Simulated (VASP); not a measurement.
A run of VASP 6.6.1:

The input INCAR:

```
ALGO = Normal
EDIFF = 1E-6
EDIFFG = -0.01
ENCUT = 600
GGA = PE
IBRION = 2
ISIF = 3
ISMEAR = 0
LASPH = True
LCHARG = False
LREAL = False
LWAVE = False
NELM = 80
NSW = 100
PREC = Accurate
SIGMA = 0.1
```

Contents of KPOINTS:

```
k-points
0
Gamma
  6 6 10
```

File POSCAR:

```
InGa3AsP
1.0
    6.2526572992      0.0000000000      0.0000000000
   -3.1263286496      5.4149600622      0.0000000000
    0.0000000000      0.0000000000      3.8866404544
In Ga P As
1 3 1 1
Direct
    0.6666666667      0.3333333333      0.0000000000
    0.6772552236      0.8386276118      0.5000000000
    0.1613723882      0.8386276118      0.5000000000
    0.1613723882      0.3227447764      0.5000000000
    0.0000000000      0.0000000000      0.0000000000
    0.3333333333      0.6666666667      0.0000000000
```

Potentials or basis: VASP PAW PBE potentials, release 64 (In_d, Ga_d, P, As).

The run is started by

```bash
$ cat potpaw_PBE.64/In_d/POTCAR potpaw_PBE.64/Ga_d/POTCAR potpaw_PBE.64/P/POTCAR potpaw_PBE.64/As/POTCAR > POTCAR
$ mpirun -np 1 vasp_std > vasp.out
```

Hardware: 1 thread of Intel Xeon 8259CL, on a shared host.

Q: How long does it take, and how much memory?

A: It took 31 min on 1 thread of Intel Xeon 8259CL, with other jobs on the host, peak memory 0.43 GiB. Counts: scf iterations 56, k points 42, ion steps 8.
